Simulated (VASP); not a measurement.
# SnO2 (Pnnm) in VASP: further runs, part 2 of 3

VASP 6.6.1.

**4. Single point, PBEsol (atoms displaced along a vibrational mode)**

The input, INCAR:

```
ALGO = Normal
EDIFF = 1E-6
ENCUT = 520
GGA = PS
ISIF = 2
ISMEAR = 0
LASPH = True
LCHARG = False
LREAL = False
LWAVE = False
NBANDS = 35
NELM = 60
PREC = Accurate
SIGMA = 0.05
```

The input, KPOINTS:

```
k-points
0
Gamma
  6 6 8
```

The input, POSCAR:

```
SnO2
1.0
    4.7687243422      0.0000000000      0.0000000000
    0.0000000000      4.7687243422      0.0000000000
    0.0000000000      0.0000000000      3.2113691866
Sn O
2 4
Direct
    0.0000000000      0.0000000000      0.0000000000
    0.5000000000      0.5000000000      0.5000000000
    0.2767458494      0.3358502854      0.0000000000
    0.2232541506      0.8358502854      0.5000000000
    0.7232541506      0.6641497146      0.0000000000
    0.7767458494      0.1641497146      0.5000000000
```

Potentials or basis: VASP PAW PBE potentials, release 64 (Sn_d, O).

The run is started by

```console
$ cat potpaw_PBE.64/Sn_d/POTCAR potpaw_PBE.64/O/POTCAR > POTCAR
$ mpirun -np 1 vasp_std > vasp.out
```

OUTCAR:

```text
EDIFF = 1E-6
   ENCUT = 520
   GGA = PS
   ISIF = 2
   ISMEAR = 0
   LASPH = True
   LREAL = False
   NELM = 60
   PREC = Accurate

 ion  position               nearest neighbor table
   1  0.000  0.000  0.000-   3 2.08   5 2.08   4 2.08   6 2.08   4 2.08   6 2.08   2 3.73   2 3.73
                             2 3.73   2 3.73   2 3.73   2 3.73   2 3.73   2 3.73
   2  0.500  0.500  0.500-   4 2.08   6 2.08   5 2.08   3 2.08   3 2.08   5 2.08   1 3.73   1 3.73
                             1 3.73   1 3.73   1 3.73   1 3.73   1 3.73   1 3.73
   3  0.277  0.336  0.000-   1 2.08   2 2.08   2 2.08
   4  0.223  0.836  0.500-   2 2.08   1 2.08   1 2.08
   5  0.723  0.664  0.000-   1 2.08   2 2.08   2 2.08
   6  0.777  0.164  0.500-   2 2.08   1 2.08   1 2.08

  LATTYP: Found a simple tetragonal cell.
 ALAT       =     4.7687243422
 C/A-ratio  =     0.6734231120

  Lattice vectors:

 A1 = (   4.7687243422,   0.0000000000,   0.0000000000)
 A2 = (   0.0000000000,   4.7687243422,   0.0000000000)
 A3 = (   0.0000000000,   0.0000000000,   3.2113691866)

Analysis of symmetry for initial positions (statically):
=====================================================================
 Subroutine PRICEL returns:
 Original cell was already a primitive cell.

 Routine SETGRP: Setting up the symmetry group for a
 simple tetragonal supercell.

 Subroutine GETGRP returns: Found  8 space group operations
 (whereof  4 operations were pure point group operations)
 out of a pool of 16 trial point group operations.

The static configuration has the point symmetry C_2h.
 The point group associated with its full space group is D_2h.

Analysis of symmetry for dynamics (positions and initial velocities):
=====================================================================
 Subroutine PRICEL returns:
 Original cell was already a primitive cell.

 Routine SETGRP: Setting up the symmetry group for a
 simple tetragonal supercell.

 Subroutine GETGRP returns: Found  8 space group operations
 (whereof  4 operations were pure point group operations)
 out of a pool of 16 trial point group operations.

The dynamic configuration has the point symmetry C_2h.
 The point group associated with its full space group is D_2h.

 Subroutine INISYM returns: Found  8 space group operations
 (whereof  4 operations are pure point group operations),
 and found     1 'primitive' translations

----------------------------------------------------------------------------------------

                                     Primitive cell

  volume of cell :      73.0289

  direct lattice vectors                    reciprocal lattice vectors
     4.768724342  0.000000000  0.000000000     0.209699687  0.000000000  0.000000000
     0.000000000  4.768724342  0.000000000     0.000000000  0.209699687  0.000000000
     0.000000000  0.000000000  3.211369187     0.000000000  0.000000000  0.311393659

  length of vectors
     4.768724342  4.768724342  3.211369187     0.209699687  0.209699687  0.311393659

  position of ions in fractional coordinates (direct lattice)
     0.000000000  0.000000000  0.000000000
     0.500000000  0.500000000  0.500000000
     0.276745849  0.335850285  0.000000000
[... 38 lines left out ...]

 Following reciprocal coordinates:
            Coordinates               Weight
  0.000000  0.000000  0.000000      1.000000
  0.166667  0.000000  0.000000      2.000000
  0.000000  0.166667  0.000000      2.000000
  0.333333  0.000000  0.000000      2.000000
  0.000000  0.333333  0.000000      2.000000
  0.500000  0.000000  0.000000      1.000000
[... 16 lines left out ...]
  0.000000  0.500000  0.125000      2.000000
  0.166667  0.166667  0.125000      8.000000
 [... further k-points ...]
   k-points           NKPTS =     80   k-points in BZ     NKDIM =     80   number of bands    NBANDS=     35
   number of dos      NEDOS =    301   number of ions     NIONS =      6
   total plane-waves  NPLWV =  31104
   dimension x,y,z NGX =    36 NGY =   36 NGZ =   24
   dimension x,y,z NGXF=    72 NGYF=   72 NGZF=   48
   ions per type =               2   4
   NGX,Y,Z   is equivalent  to a cutoff of  12.55, 12.55, 12.42 a.u.
   NGXF,Y,Z  is equivalent  to a cutoff of  25.10, 25.10, 24.85 a.u.
 SYSTEM =  unknown system
   PREC   = accura    normal or accurate (medium, high low for compatibility)
   ISTART =      0    job   : 0-new  1-cont  2-samecut
   ICHARG =      2    charge: 1-file 2-atom 10-const
   ISPIN  =      1    spin polarized calculation?
   LNONCOLLINEAR =      F non collinear calculations
   LSORBIT =      F    spin-orbit coupling
   LASPH  =      T    aspherical Exc in radial PAW
   ENCUT  =  520.0 eV  38.22 Ry    6.18 a.u.   8.87  8.87  5.97*2*pi/ulx,y,z
   NELM   =     60;   NELMIN=  2; NELMDL= -5     # of ELM steps
   EDIFF  = 0.1E-05   stopping-criterion for ELM
   LREAL  =      F    real-space projection
   EDIFFG = 0.1E-04   stopping-criterion for IOM
   NSW    =      0    number of steps for IOM
   IBRION =     -1    ionic relax: 0-MD 1-quasi-New 2-CG
   NFREE  =      0    steps in history (QN), initial steepest desc. (CG)
   ISIF   =      2    stress and relaxation
   ISYM   =      2    0-nonsym 1-usesym 2-fastsym
   POTIM  = 0.5000    time-step for ionic-motion
   TEBEG  =    0.0;   TEEND  =   0.0 temperature during run
   PSTRESS=    0.0 pullay stress
   NELECT =      52.0000    total number of electrons
   NUPDOWN=      -1.0000    fix difference up-down
   EMIN   =  10.00;   EMAX   =-10.00  energy-range for DOS
   EFERMI =   0.00;   METHOD = LEGACY
   ISMEAR =     0;   SIGMA  =   0.05  broadening in eV -4-tet -1-fermi 0-gaus
   EFERMI_NEDOS =   21; number of points for ismear=-14 and -15
   IALGO  =     38    algorithm
   IMIX   =      4    mixing-type and parameters
     AMIX     =   0.40;   BMIX     =  1.00
     AMIX_MAG =   1.60;   BMIX_MAG =  1.00
  volume/ion in A,a.u.               =      12.17        82.14
  Fermi-wavevector in a.u.,A,eV,Ry     =   1.461878  2.762548 29.076828  2.137087
  Thomas-Fermi vector in A             =   2.578157
   LORBIT       =      0    0 simple, 1 ext, 2 COOP (PROOUT), +10 PAW based schemes
   GGA     = PS    functional components
   LHFCALC =     F    Hartree Fock is set to
   AEXX    =    0.0000 exact exchange contribution
   IVDW    =     0    specifies the selected vdW correction
   LEPSILON=     F    determine dielectric tensor
   LRPA    =     F    only Hartree local field effects (RPA)
 non-spin polarized calculation
 Gauss-broadening in eV      SIGMA  =   0.05
  energy-cutoff  :      520.00
  volume of cell :       73.03
 maximum number of plane-waves:      1994
   NGX = 17   NGY = 17   NGZ = 11

 number of electron      52.0000011 magnetization

 Free energy of the ion-electron system (eV)
  ---------------------------------------------------
  ext. energy  EPLUGINS =         0.00000000
  ---------------------------------------------------
  free energy    TOTEN  =       -39.61025928 eV

  energy without entropy =      -39.61025928  energy(sigma->0) =      -39.61025928

 E-fermi :   5.8366     XC(G=0): -11.4462

 val. band max:        5.5801611410   @ k =   0.1667   0.0000   0.0000
 cond. band min:       6.7447056725   @ k =   0.0000   0.0000   0.0000
 fundamental gap:      1.1645445315
 Fermi energy:         5.8365664120

 k-point     1 :       0.0000    0.0000    0.0000
  band No.  band energies     occupation
      1     -15.1876      2.00000
      2     -14.4626      2.00000
      3     -14.2404      2.00000
      4     -14.2132      2.00000
      5     -14.2035      2.00000
      6     -14.1390      2.00000
[... 901 lines left out ...]
     34      17.4603      0.00000
     35      17.9915      0.00000

 [... further k-points ...]

------------------------ aborting loop because EDIFF is reached ----------------------------------------

  FORCE on cell =-STRESS in cart. coord.  units (eV):
  Direction    XX          YY          ZZ          XY          YZ          ZX
  --------------------------------------------------------------------------------------
  -------------------------------------------------------------------------------------
  Total       -0.9642770     -0.0340349     -0.4297352      0.0000000      0.0000000      0.0000000
  in kB      -21.1552281     -0.7466891     -9.4279410      0.0000000      0.0000000      0.0000000
  external PRESSURE =     -10.4432861 kB  Pullay stress =       0.0000000 kB

 VOLUME and BASIS-vectors are now :
 -----------------------------------------------------------------------------
  energy-cutoff  :      520.00
  volume of cell :       73.03
      direct lattice vectors                 reciprocal lattice vectors
     4.768724342  0.000000000  0.000000000     0.209699687  0.000000000  0.000000000
     0.000000000  4.768724342  0.000000000     0.000000000  0.209699687  0.000000000
     0.000000000  0.000000000  3.211369187     0.000000000  0.000000000  0.311393659

 POSITION                                       TOTAL-FORCE (eV/Angst)
 -----------------------------------------------------------------------------------
      0.00000      0.00000      0.00000         0.000000     -0.000000      0.000000
      2.38436      2.38436      1.60568         0.000000     -0.000000      0.000000
      1.31972      1.60158      0.00000         0.185708     -0.071061      0.000000
      1.06464      3.98594      1.60568        -0.185708     -0.071061      0.000000
      3.44900      3.16715      0.00000        -0.185708      0.071061      0.000000
      3.70409      0.78278      1.60568         0.185708      0.071061      0.000000
 -----------------------------------------------------------------------------------
    total drift:                                0.000000      0.000000      0.000000

  FREE ENERGIE OF THE ION-ELECTRON SYSTEM (eV)
  ---------------------------------------------------
  free  energy   TOTEN  =       -39.6102592770 eV

  energy  without entropy=      -39.6102592770  energy(sigma->0) =      -39.61025928
```

It took 4.3 min on 1 thread of AMD EPYC 7R13, shared host; peak memory 0.25 GiB.

Results:

- Free energy: -39.6103 eV
- Pressure: -1.0 GPa
- Largest force: 0.199 eV/Å
- Band gap on the k mesh: 1.16 eV (least direct gap 1.21 eV)

Forces in eV/Å, atoms in the order of the input:
```
Sn   0.000  0.000  0.000
Sn   0.000  0.000  0.000
O    0.186 -0.071  0.000
O   -0.186 -0.071  0.000
O   -0.186  0.071  0.000
O    0.186  0.071  0.000
```

Stress tensor (GPa, compression positive):
```
-2.12  0.00  0.00
 0.00 -0.07  0.00
 0.00  0.00 -0.94
```

Caveat: the cell differs from its parent crystal (atoms displaced along a vibrational mode); the PAW data sets were made with another functional, which shifts forces and pressure a little; spin-orbit coupling is left out, which moves the levels of the heavy elements. A k mesh can miss the band edges.

**5. Single point, PBEsol (atoms displaced along a vibrational mode, the cell strained)**

The input, INCAR:

```
SYSTEM = SnO2
ALGO = Normal
EDIFF = 1E-6
ENCUT = 520
GGA = PS
ISIF = 2
ISMEAR = 0
LASPH = .True.
LCHARG = .True.
LELF = .True.
LREAL = .False.
LVHAR = .True.
LWAVE = .False.
NBANDS = 35
NELM = 100
PREC = Accurate
SIGMA = 0.05
```

The input, KPOINTS:

```
k-points
0
Gamma
  6 6 8
  0 0 0
```

The input, POSCAR:

```
SnO2
1.0
    4.8483620387      0.0000000000      0.0000000000
    0.0000000000      4.8483620387      0.0000000000
    0.0000000000      0.0000000000      3.2649990520
Sn O
2 4
Direct
    0.0000000000      0.0000000000      0.0000000000
    0.5000000000      0.5000000000      0.5000000000
    0.2176265853      0.3949695495      0.0000000000
    0.2823734147      0.8949695495      0.5000000000
    0.7823734147      0.6050304505      0.0000000000
    0.7176265853      0.1050304505      0.5000000000
```

The run is started by

```console
$ cat potpaw_PBE.64/Sn_d/POTCAR potpaw_PBE.64/O/POTCAR > POTCAR
$ mpirun -np 1 vasp_std > vasp.out
```

It took 66 s on 1 thread of Intel Xeon 6975P-C (Granite Rapids), shared host; peak memory 0.29 GiB.

It converged, with:

| Property | Result |
| --- | --- |
| Free energy | -37.9651 eV |
| Pressure | -14.9 GPa |
| Largest force | 2.245 eV/Å |
| Band gap on the k mesh | 0.14 eV |

Forces in eV/Å, atoms in the order of the input:
```
Sn   0.000  0.000  0.000
Sn   0.000  0.000  0.000
O    2.109 -0.769  0.000
O   -2.109 -0.769  0.000
O   -2.109  0.769  0.000
O    2.109  0.769  0.000
```

Stress tensor (GPa, compression positive):
```
-13.15   0.00   0.00
  0.00 -13.57   0.00
  0.00   0.00 -18.02
```

Levels at points of the mesh, in eV from the valence-band top:
```tsv
k point	band 22	band 23	band 24	band 25	band 26	band 27	band 28	band 29	band 30	band 31
(0.00, 0.00, 0.00)	-1.40	-1.07	-0.97	-0.31	0.00	0.14	3.96	5.59	6.04	8.01
(0.50, 0.00, 0.00)	-1.52	-1.34	-1.34	-0.75	-0.75	2.41	2.41	5.26	5.26	8.85
(0.00, 0.50, 0.00)	-2.38	-1.18	-1.18	-0.52	-0.52	2.93	2.93	6.83	6.83	8.27
(0.50, 0.50, 0.00)	-2.38	-1.63	-1.63	-0.46	-0.46	3.36	3.36	5.54	5.54	8.98
(0.00, 0.00, 0.50)	-3.08	-1.96	-1.96	-0.14	-0.14	3.56	3.56	7.30	7.30	8.72
(0.50, 0.00, 0.50)	-2.40	-1.71	-1.71	-0.72	-0.72	4.07	4.07	6.69	6.69	8.83
(0.00, 0.50, 0.50)	-1.74	-1.45	-1.45	-0.01	-0.01	3.64	3.64	5.45	5.45	9.60
(0.50, 0.50, 0.50)	-2.46	-1.59	-1.59	-0.51	-0.51	3.26	3.26	7.42	7.42	8.13
```

Caveat: the cell differs from its parent crystal (atoms displaced along a vibrational mode, the cell strained); the cell stands under tension; semilocal functionals underestimate gaps, and a narrow one can read as zero; the PAW data sets were made with another functional, which shifts forces and pressure a little; spin-orbit coupling is left out, which moves the levels of the heavy elements.

(Part 2 of 3 ends here.)
